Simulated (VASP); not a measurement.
# CdS in VASP: single point with PBE

Aim: the single point of CdS with PBE.

Program: VASP 6.6.1. These are calculated values, not measurements. Logs are shortened: lines on timing, memory, paths and dates and some standing lists are left out, and cuts for length are marked.

**1. The cell of the first run**

The cell holds a slab with vacuum, 16 atoms: a = 8.381 Å, b = 5.926 Å, c = 22.286 Å, α = 90.00°, β = 90.00°, γ = 90.00°.

**2. Single point, PBE**

Contents of INCAR:

```
SYSTEM = CdS
PREC = Accurate
ENCUT = 520
EDIFF = 1E-7
ISMEAR = 0
SIGMA = 0.05
LREAL = Auto
LASPH = .TRUE.
NELM = 60
ALGO = Normal
ISIF = 2
LWAVE = .FALSE.
LCHARG = .FALSE.
LDIPOL = .TRUE.
IDIPOL = 3
DIPOL = 0.5 0.5 0.499
GGA = PE
NBANDS = 86
```

Contents of KPOINTS:

```
Automatic mesh
0
G
  2 3 1
  0 0 0
```

Contents of POSCAR:

```
CdS
1.0
    8.3809955924      0.0000000000      0.0000000000
    0.0000000000      5.9262588165      0.0000000000
    0.0000000000      0.0000000000     22.2857466943
Cd S
8 8
Direct
    0.2500000000      0.5000000000      0.3589738369
    0.7500000000      0.5000000000      0.3589738369
    0.5000000000      0.0000000000      0.4529912790
    0.0000000000      0.0000000000      0.4529912790
    0.7500000000      0.5025609452      0.5509411714
    0.2500000000      0.5025609452      0.5509411714
    0.0000000000     -0.0628887573      0.6216710915
    0.5000000000     -0.0628887573      0.6216710915
    0.5000000000      0.2500000000      0.3589738369
    0.0000000000      0.2500000000      0.3589738369
    0.7500000000      0.7500000000      0.4529912790
    0.2500000000      0.7500000000      0.4529912790
    0.0000000000      0.2531965106      0.5470275500
    0.5000000000      0.2531965106      0.5470275500
    0.2500000000      0.7336478327      0.6469567721
    0.7500000000      0.7336478327      0.6469567721
```

Potentials or basis: VASP PAW PBE potentials, release 64 (Cd, S).

Launch:

```console
$ cat potpaw_PBE.64/Cd/POTCAR potpaw_PBE.64/S/POTCAR > POTCAR
$ mpirun -np 1 vasp_std > vasp.out
```

OUTCAR:

```text
SYSTEM = CdS
   PREC = Accurate
   ENCUT = 520
   EDIFF = 1E-7
   ISMEAR = 0
   LREAL = Auto
   LASPH = .TRUE.
   NELM = 60
   ISIF = 2
   GGA = PE

 ion  position               nearest neighbor table
   1  0.250  0.500  0.359-   9 2.57  10 2.57  12 2.57
   2  0.750  0.500  0.359-   9 2.57  10 2.57  11 2.57
   3  0.500  0.000  0.453-  11 2.57  12 2.57   9 2.57  14 2.58   8 3.78
   4  0.000  0.000  0.453-  11 2.57  12 2.57  10 2.57  13 2.58   7 3.78
   5  0.750  0.503  0.551-  16 2.54  14 2.57  13 2.57  11 2.63   7 3.68   8 3.68
   6  0.250  0.503  0.551-  15 2.54  14 2.57  13 2.57  12 2.63   7 3.68   8 3.68
   7  0.000  0.937  0.622-  15 2.48  16 2.48  13 2.51   6 3.68   5 3.68   4 3.78
   8  0.500  0.937  0.622-  15 2.48  16 2.48  14 2.51   6 3.68   5 3.68   3 3.78
   9  0.500  0.250  0.359-   1 2.57   2 2.57   3 2.57
  10  0.000  0.250  0.359-   1 2.57   2 2.57   4 2.57
  11  0.750  0.750  0.453-   3 2.57   4 2.57   2 2.57   5 2.63
  12  0.250  0.750  0.453-   3 2.57   4 2.57   1 2.57   6 2.63
  13  0.000  0.253  0.547-   7 2.51   6 2.57   5 2.57   4 2.58
  14  0.500  0.253  0.547-   8 2.51   6 2.57   5 2.57   3 2.58
  15  0.250  0.734  0.647-   7 2.48   8 2.48   6 2.54
  16  0.750  0.734  0.647-   7 2.48   8 2.48   5 2.54

  LATTYP: Found a simple orthorhombic cell.
 ALAT       =     5.9262588165
 B/A-ratio  =     1.4142135624
 C/A-ratio  =     3.7605085070

  Lattice vectors:

 A1 = (   0.0000000000,  -5.9262588165,   0.0000000000)
 A2 = (   8.3809955924,   0.0000000000,   0.0000000000)
 A3 = (   0.0000000000,   0.0000000000,  22.2857466943)

Analysis of symmetry for initial positions (statically):
=====================================================================
 Subroutine PRICEL returns following result:

  LATTYP: Found a simple orthorhombic cell.
 ALAT       =     4.1904977962
 B/A-ratio  =     1.4142135624
 C/A-ratio  =     5.3181621321

  Lattice vectors:

 A1 = (   4.1904977962,   0.0000000000,   0.0000000000)
 A2 = (   0.0000000000,   5.9262588165,   0.0000000000)
 A3 = (   0.0000000000,   0.0000000000,  22.2857466943)

   2 primitive cells build up your supercell.

 Routine SETGRP: Setting up the symmetry group for a
 simple orthorhombic supercell.

 Subroutine GETGRP returns: Found  2 space group operations
 (whereof  2 operations were pure point group operations)
 out of a pool of  8 trial point group operations.

The static configuration has the point symmetry C_1h.

Analysis of symmetry for dynamics (positions and initial velocities):
=====================================================================
 Subroutine PRICEL returns following result:

  LATTYP: Found a simple orthorhombic cell.
 ALAT       =     4.1904977962
 B/A-ratio  =     1.4142135624
 C/A-ratio  =     5.3181621321

  Lattice vectors:

 A1 = (   4.1904977962,   0.0000000000,   0.0000000000)
 A2 = (   0.0000000000,   5.9262588165,   0.0000000000)
 A3 = (   0.0000000000,   0.0000000000,  22.2857466943)

   2 primitive cells build up your supercell.

 Routine SETGRP: Setting up the symmetry group for a
 simple orthorhombic supercell.

 Subroutine GETGRP returns: Found  2 space group operations
 (whereof  2 operations were pure point group operations)
 out of a pool of  8 trial point group operations.

The dynamic configuration has the point symmetry C_1h.

 Subroutine INISYM returns: Found  2 space group operations
 (whereof  2 operations are pure point group operations),
 and found     2 'primitive' translations

----------------------------------------------------------------------------------------

                                     Primitive cell

  volume of cell :     553.4437

  direct lattice vectors                    reciprocal lattice vectors
     4.190497796  0.000000000  0.000000000     0.238635133  0.000000000  0.000000000
     0.000000000  5.926258816  0.000000000     0.000000000  0.168740521  0.000000000
     0.000000000  0.000000000 22.285746694     0.000000000  0.000000000  0.044871730

  length of vectors
     4.190497796  5.926258816 22.285746694     0.238635133  0.168740521  0.044871730

  position of ions in fractional coordinates (direct lattice)
     0.500000000  0.500000000  0.358973837
     1.000000000  0.000000000  0.452991279
     0.500000000  0.502560945  0.550941171
     0.000000000  0.937111243  0.621671091
     1.000000000  0.250000000  0.358973837
     0.500000000  0.750000000  0.452991279
     0.000000000  0.253196511  0.547027550
     0.500000000  0.733647833  0.646956772

  ion indices of the primitive-cell ions
   primitive index   ion index
                 1           1
                 2           3
                 3           6
                 4           7
                 5           9
                 6          12
                 7          13
                 8          15

----------------------------------------------------------------------------------------

 KPOINTS: Automatic mesh

Automatic generation of k-mesh.
 Grid dimensions read from file:
 generate k-points for:    2    3    1

 Generating k-lattice:

  Cartesian coordinates                     Fractional coordinates (reciprocal lattice)
     0.059658783  0.000000000  0.000000000     0.500000000  0.000000000  0.000000000
     0.000000000  0.056246840  0.000000000     0.000000000  0.333333333  0.000000000
     0.000000000  0.000000000  0.044871730     0.000000000  0.000000000  1.000000000

  Length of vectors
     0.059658783  0.056246840  0.044871730

  Shift w.r.t. Gamma in fractional coordinates (k-lattice)
     0.000000000  0.000000000  0.000000000

 Subroutine IBZKPT returns following result:
 ===========================================

 Found      4 irreducible k-points:

 Following reciprocal coordinates:
            Coordinates               Weight
  0.000000  0.000000  0.000000      1.000000
  0.500000  0.000000  0.000000      1.000000
  0.000000  0.333333  0.000000      2.000000
  0.500000  0.333333  0.000000      2.000000
   k-points           NKPTS =      4   k-points in BZ     NKDIM =      4   number of bands    NBANDS=     86
   number of dos      NEDOS =    301   number of ions     NIONS =     16
   total plane-waves  NPLWV = 516096
   dimension x,y,z NGX =    64 NGY =   48 NGZ =  168
   dimension x,y,z NGXF=   128 NGYF=   96 NGZF=  336
   ions per type =               8   8
   NGX,Y,Z   is equivalent  to a cutoff of  12.70, 13.47, 12.53 a.u.
   NGXF,Y,Z  is equivalent  to a cutoff of  25.39, 26.93, 25.06 a.u.
 SYSTEM =  CdS
   PREC   = accura    normal or accurate (medium, high low for compatibility)
   ISTART =      0    job   : 0-new  1-cont  2-samecut
   ICHARG =      2    charge: 1-file 2-atom 10-const
   ISPIN  =      1    spin polarized calculation?
   LNONCOLLINEAR =      F non collinear calculations
   LSORBIT =      F    spin-orbit coupling
   LASPH  =      T    aspherical Exc in radial PAW
   ENCUT  =  520.0 eV  38.22 Ry    6.18 a.u.  15.58 11.02 41.44*2*pi/ulx,y,z
   NELM   =     60;   NELMIN=  2; NELMDL= -5     # of ELM steps
   EDIFF  = 0.1E-06   stopping-criterion for ELM
   LREAL  =      T    real-space projection
   EDIFFG = 0.1E-05   stopping-criterion for IOM
   NSW    =      0    number of steps for IOM
   IBRION =     -1    ionic relax: 0-MD 1-quasi-New 2-CG
   NFREE  =      0    steps in history (QN), initial steepest desc. (CG)
   ISIF   =      2    stress and relaxation
   ISYM   =      2    0-nonsym 1-usesym 2-fastsym
   POTIM  = 0.5000    time-step for ionic-motion
   TEBEG  =    0.0;   TEEND  =   0.0 temperature during run
   PSTRESS=    0.0 pullay stress
   NELECT =     144.0000    total number of electrons
   NUPDOWN=      -1.0000    fix difference up-down
   EMIN   =  10.00;   EMAX   =-10.00  energy-range for DOS
   EFERMI =   0.00;   METHOD = LEGACY
   ISMEAR =     0;   SIGMA  =   0.05  broadening in eV -4-tet -1-fermi 0-gaus
   EFERMI_NEDOS =   21; number of points for ismear=-14 and -15
   IALGO  =     38    algorithm
   IMIX   =      4    mixing-type and parameters
     AMIX     =   0.40;   BMIX     =  1.00
     AMIX_MAG =   1.60;   BMIX_MAG =  1.00
  volume/ion in A,a.u.               =      69.18       466.85
  Fermi-wavevector in a.u.,A,eV,Ry     =   0.829522  1.567569  9.362258  0.688107
  Thomas-Fermi vector in A             =   1.942083
   LORBIT       =      0    0 simple, 1 ext, 2 COOP (PROOUT), +10 PAW based schemes
   GGA     = PE    functional components
   LHFCALC =     F    Hartree Fock is set to
   AEXX    =    0.0000 exact exchange contribution
   IVDW    =     0    specifies the selected vdW correction
   LEPSILON=     F    determine dielectric tensor
   LRPA    =     F    only Hartree local field effects (RPA)
 non-spin polarized calculation
 Gauss-broadening in eV      SIGMA  =   0.05
  energy-cutoff  :      520.00
  volume of cell :     1106.89
 maximum number of plane-waves:     29874
 NGX is ok and might be reduce to    64
   NGX = 31   NGY = 23   NGZ = 83

 dipolmoment           0.000000      0.000000     -0.000002 electrons x Angstroem

 number of electron     144.0000047 magnetization

 dipolmoment           0.000000      0.000000      0.149311 electrons x Angstroem

 Free energy of the ion-electron system (eV)
  ---------------------------------------------------
  ext. energy  EPLUGINS =         0.00000000
  ---------------------------------------------------
  free energy    TOTEN  =       -46.20647525 eV

  energy without entropy =      -46.20647525  energy(sigma->0) =      -46.20647525

 E-fermi :  -2.8806     XC(G=0):  -3.9179

 val. band max:       -3.1574019991   @ k =   0.0000   0.0000   0.0000
 cond. band min:      -1.8478824221   @ k =   0.0000   0.0000   0.0000
 fundamental gap:      1.3095195770
 Fermi energy:        -2.8805638147

 k-point     1 :       0.0000    0.0000    0.0000
  band No.  band energies     occupation
      1     -15.1859      2.00000
      2     -14.9379      2.00000
      3     -14.8906      2.00000
      4     -14.8208      2.00000
      5     -14.6130      2.00000
      6     -14.5040      2.00000
[... 76 lines left out ...]
     83       1.3386      0.00000
     84       1.7045      0.00000

 k-point     2 :       0.5000    0.0000    0.0000
  band No.  band energies     occupation
      1     -15.0726      2.00000
      2     -15.0726      2.00000
      3     -14.8443      2.00000
      4     -14.8443      2.00000
      5     -14.5600      2.00000
      6     -14.5600      2.00000
[... 76 lines left out ...]
     83       1.9006      0.00000
     84       1.9006      0.00000

 k-point     3 :       0.0000    0.3333    0.0000
  band No.  band energies     occupation
      1     -15.1019      2.00000
      2     -14.9358      2.00000
      3     -14.9182      2.00000
      4     -14.8201      2.00000
      5     -14.6465      2.00000
      6     -14.5035      2.00000
[... 76 lines left out ...]
     83       1.5364      0.00000
     84       2.0548      0.00000

 k-point     4 :       0.5000    0.3333    0.0000
  band No.  band energies     occupation
      1     -15.0204      2.00000
      2     -15.0204      2.00000
      3     -14.8677      2.00000
      4     -14.8677      2.00000
      5     -14.5751      2.00000
      6     -14.5751      2.00000
[... 76 lines left out ...]
     83       2.2924      0.00000
     84       2.2924      0.00000
 [bands above 84 left out]

------------------------ aborting loop because EDIFF is reached ----------------------------------------

 vacuum level on the upper side and lower side of the slab       (xc-potential included)         0.162        -0.365

  FORCE on cell =-STRESS in cart. coord.  units (eV):
  Direction    XX          YY          ZZ          XY          YZ          ZX
  --------------------------------------------------------------------------------------
  -------------------------------------------------------------------------------------
  Total       -1.8356737     -2.0908652     -0.4272861      0.0000000      1.6715763      0.0000000
  in kB       -2.6570678     -3.0264479     -0.6184803      0.0000000      2.4195431      0.0000000
  external PRESSURE =      -2.1006654 kB  Pullay stress =       0.0000000 kB

 VOLUME and BASIS-vectors are now :
 -----------------------------------------------------------------------------
  energy-cutoff  :      520.00
  volume of cell :     1106.89
      direct lattice vectors                 reciprocal lattice vectors
     8.380995592  0.000000000  0.000000000     0.119317567  0.000000000  0.000000000
     0.000000000  5.926258816  0.000000000     0.000000000  0.168740521  0.000000000
     0.000000000  0.000000000 22.285746694     0.000000000  0.000000000  0.044871730

 POSITION                                       TOTAL-FORCE (eV/Angst)
 -----------------------------------------------------------------------------------
      2.09525      2.96313      8.00000         0.000000     -0.939142      0.815793
      6.28575      2.96313      8.00000         0.000000     -0.939142      0.815793
      4.19050      0.00000     10.09525         0.000000      0.239278     -0.199023
      0.00000      0.00000     10.09525         0.000000      0.239278     -0.199023
      6.28575      2.97831     12.27814        -0.000000     -0.001138     -0.022683
      2.09525      2.97831     12.27814        -0.000000     -0.001138     -0.022683
[... 8 lines left out ...]
      2.09525      4.34779     14.41791         0.000000      0.008950      0.049305
      6.28575      4.34779     14.41791         0.000000      0.008950      0.049305
 -----------------------------------------------------------------------------------
    total drift:                                0.000000     -0.000448     -0.002902

  FREE ENERGIE OF THE ION-ELECTRON SYSTEM (eV)
  ---------------------------------------------------
  free  energy   TOTEN  =       -46.2064752502 eV

  energy  without entropy=      -46.2064752502  energy(sigma->0) =      -46.20647525

 vacuum level on the upper side and lower side of the slab         2.643         2.104
```

Wall time 11 min (1 thread of Intel Xeon Platinum 8488C (Sapphire Rapids), shared host); peak memory 1 GiB.

Results:

```yaml
Free_energy: -46.2065 eV
Largest_force: 1.244 eV/Å
Band_gap_on_the_k_mesh: 1.31 eV
```

Forces in eV/Å, atoms in the order of the input:
```
Cd   0.000 -0.939  0.816
Cd   0.000 -0.939  0.816
Cd   0.000  0.239 -0.199
Cd   0.000  0.239 -0.199
Cd   0.000 -0.001 -0.023
Cd   0.000 -0.001 -0.023
Cd   0.000 -0.018  0.012
Cd   0.000 -0.018  0.012
S    0.000  0.552 -0.607
S    0.000  0.552 -0.607
S    0.000  0.133 -0.070
S    0.000  0.133 -0.070
S    0.000  0.025  0.021
S    0.000  0.025  0.021
S    0.000  0.009  0.049
S    0.000  0.009  0.049
```
